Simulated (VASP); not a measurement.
# CsCdCl3 (Pm-3m) in VASP: notebook, part 2 of 2

VASP 6.6.1. The steps go on from the part before.

### Step 4. Single point, LDA

This run uses another cell than the first one, of 24.37 Å³/atom, 1.068 times its volume.

INCAR reads:

```
SYSTEM = CsCdCl3
PREC = Accurate
ENCUT = 500
EDIFF = 1E-6
ISMEAR = 0
SIGMA = 0.02
LREAL = .FALSE.
LASPH = .TRUE.
NELM = 120
ALGO = Normal
ISIF = 2
LWAVE = .FALSE.
LCHARG = .TRUE.
GGA = CA
LELF = .TRUE.
LVHAR = .TRUE.
NBANDS = 29
GGA_COMPAT = .FALSE.
```

KPOINTS reads:

```
regular mesh
0
G
  6 6 6
  0 0 0
```

POSCAR reads:

```
CsCdCl3
1.0
    4.9579701689      0.0000000000      0.0000000000
    0.0000000000      4.9579701689      0.0000000000
    0.0000000000      0.0000000000      4.9579701689
Cs Cd Cl
1 1 3
Direct
    0.0000000000      0.0000000000      0.0000000000
    0.5000000000      0.5000000000      0.5000000000
    0.0000000000      0.5000000000      0.5000000000
    0.5000000000      0.0000000000      0.5000000000
    0.5000000000      0.5000000000      0.0000000000
```

Potentials or basis: VASP PAW LDA potentials, release 64 (Cs_sv, Cd, Cl).

Launch:

```sh
cat potpaw_LDA.64/Cs_sv/POTCAR potpaw_LDA.64/Cd/POTCAR potpaw_LDA.64/Cl/POTCAR > POTCAR
mpirun -np 1 vasp_std > vasp.out
```

OUTCAR:

```text
SYSTEM = CsCdCl3
   PREC = Accurate
   ENCUT = 500
   EDIFF = 1E-6
   ISMEAR = 0
   LREAL = .FALSE.
   LASPH = .TRUE.
   NELM = 120
   ISIF = 2
   GGA = CA

 ion  position               nearest neighbor table
   1  0.000  0.000  0.000-
   2  0.500  0.500  0.500-   3 2.48   4 2.48   5 2.48   5 2.48   4 2.48   3 2.48
   3  0.000  0.500  0.500-   2 2.48   2 2.48
   4  0.500  0.000  0.500-   2 2.48   2 2.48
   5  0.500  0.500  0.000-   2 2.48   2 2.48

  LATTYP: Found a simple cubic cell.
 ALAT       =     4.9579701689

  Lattice vectors:

 A1 = (   4.9579701689,   0.0000000000,   0.0000000000)
 A2 = (   0.0000000000,   4.9579701689,   0.0000000000)
 A3 = (   0.0000000000,   0.0000000000,   4.9579701689)

Analysis of symmetry for initial positions (statically):
=====================================================================
 Subroutine PRICEL returns:
 Original cell was already a primitive cell.

 Routine SETGRP: Setting up the symmetry group for a
 simple cubic supercell.

 Subroutine GETGRP returns: Found 48 space group operations
 (whereof 48 operations were pure point group operations)
 out of a pool of 48 trial point group operations.

The static configuration has the point symmetry O_h .

Analysis of symmetry for dynamics (positions and initial velocities):
=====================================================================
 Subroutine PRICEL returns:
 Original cell was already a primitive cell.

 Routine SETGRP: Setting up the symmetry group for a
 simple cubic supercell.

 Subroutine GETGRP returns: Found 48 space group operations
 (whereof 48 operations were pure point group operations)
 out of a pool of 48 trial point group operations.

The dynamic configuration has the point symmetry O_h .

[... 115 lines left out ...]
   EFERMI_NEDOS =   21; number of points for ismear=-14 and -15
   IALGO  =     38    algorithm
   IMIX   =      4    mixing-type and parameters
     AMIX     =   0.40;   BMIX     =  1.00
     AMIX_MAG =   1.60;   BMIX_MAG =  1.00
  volume/ion in A,a.u.               =      24.37       164.49
  Fermi-wavevector in a.u.,A,eV,Ry     =   1.147768  2.168967 17.923918  1.317371
  Thomas-Fermi vector in A             =   2.284446
   LORBIT       =      0    0 simple, 1 ext, 2 COOP (PROOUT), +10 PAW based schemes
   GGA     = CA    functional components
   LHFCALC =     F    Hartree Fock is set to
   AEXX    =    0.0000 exact exchange contribution
   IVDW    =     0    specifies the selected vdW correction
   LEPSILON=     F    determine dielectric tensor
   LRPA    =     F    only Hartree local field effects (RPA)
 non-spin polarized calculation
 Gauss-broadening in eV      SIGMA  =   0.02
  energy-cutoff  :      500.00
  volume of cell :      121.87
 maximum number of plane-waves:      3136
   NGX = 19   NGY = 19   NGZ = 19

 number of electron      42.0000003 magnetization

 Free energy of the ion-electron system (eV)
  ---------------------------------------------------
  ext. energy  EPLUGINS =         0.00000000
  ---------------------------------------------------
  free energy    TOTEN  =       -16.64129471 eV

  energy without entropy =      -16.64129471  energy(sigma->0) =      -16.64129471

 E-fermi :   1.5205     XC(G=0):  -9.7935

 val. band max:        1.3818692075   @ k =   0.5000   0.5000   0.5000
 cond. band min:       3.1246439741   @ k =   0.0000   0.0000   0.0000
 fundamental gap:      1.7427747666
 Fermi energy:         1.5204544374

 k-point     1 :       0.0000    0.0000    0.0000
  band No.  band energies     occupation
      1     -17.8600      2.00000
      2     -13.1066      2.00000
      3     -12.3648      2.00000
      4     -12.3648      2.00000
      5      -5.6140      2.00000
      6      -5.6140      2.00000
[... 629 lines left out ...]
     28       9.7574      0.00000
     29      10.4489      0.00000

------------------------ aborting loop because EDIFF is reached ----------------------------------------

  FORCE on cell =-STRESS in cart. coord.  units (eV):
  Direction    XX          YY          ZZ          XY          YZ          ZX
  --------------------------------------------------------------------------------------
  -------------------------------------------------------------------------------------
  Total        4.0673126      4.0673126      4.0673126      0.0000000     -0.0000000     -0.0000000
  in kB       53.4695349     53.4695349     53.4695349      0.0000000     -0.0000000     -0.0000000
  external PRESSURE =      53.4695349 kB  Pullay stress =       0.0000000 kB

 VOLUME and BASIS-vectors are now :
 -----------------------------------------------------------------------------
  energy-cutoff  :      500.00
  volume of cell :      121.87
      direct lattice vectors                 reciprocal lattice vectors
     4.957970169  0.000000000  0.000000000     0.201695445  0.000000000  0.000000000
     0.000000000  4.957970169  0.000000000     0.000000000  0.201695445  0.000000000
     0.000000000  0.000000000  4.957970169     0.000000000  0.000000000  0.201695445

 POSITION                                       TOTAL-FORCE (eV/Angst)
 -----------------------------------------------------------------------------------
      0.00000      0.00000      0.00000         0.000000      0.000000      0.000000
      2.47899      2.47899      2.47899         0.000000      0.000000      0.000000
      0.00000      2.47899      2.47899         0.000000      0.000000      0.000000
      2.47899      0.00000      2.47899         0.000000      0.000000      0.000000
      2.47899      2.47899      0.00000         0.000000      0.000000      0.000000
 -----------------------------------------------------------------------------------
    total drift:                                0.000000      0.000000      0.000000

  FREE ENERGIE OF THE ION-ELECTRON SYSTEM (eV)
  ---------------------------------------------------
  free  energy   TOTEN  =       -16.6412947125 eV

  energy  without entropy=      -16.6412947125  energy(sigma->0) =      -16.64129471
```

It took 33 s on 1 thread of AMD EPYC 9R45 (Zen 5), shared host; peak memory 0.18 GiB.

What came out:

```yaml
Free_energy: -16.6413 eV
Pressure: 5.3 GPa
Band_gap_on_the_k_mesh: 1.74 eV, indirect (least direct gap 2.75 eV)
```

Levels at points of the mesh, in eV from the valence-band top:
```
           k point  band 19  band 20  band 21  band 22  band 23  band 24
(0.00, 0.00, 0.00)    -1.01    -1.01    -1.01     1.74     5.28     5.28
(0.50, 0.00, 0.00)    -1.44    -1.43    -1.43     4.89     6.85     6.94
(0.50, 0.50, 0.00)    -1.61    -0.75    -0.01     6.95     7.12     7.12
(0.50, 0.50, 0.50)    -0.72     0.00     0.00     5.45     5.45     5.45
```

Caveat: spin-orbit coupling is left out, which moves the levels of the heavy elements. LDA gaps usually lie below the measured ones, often by a third to a half.
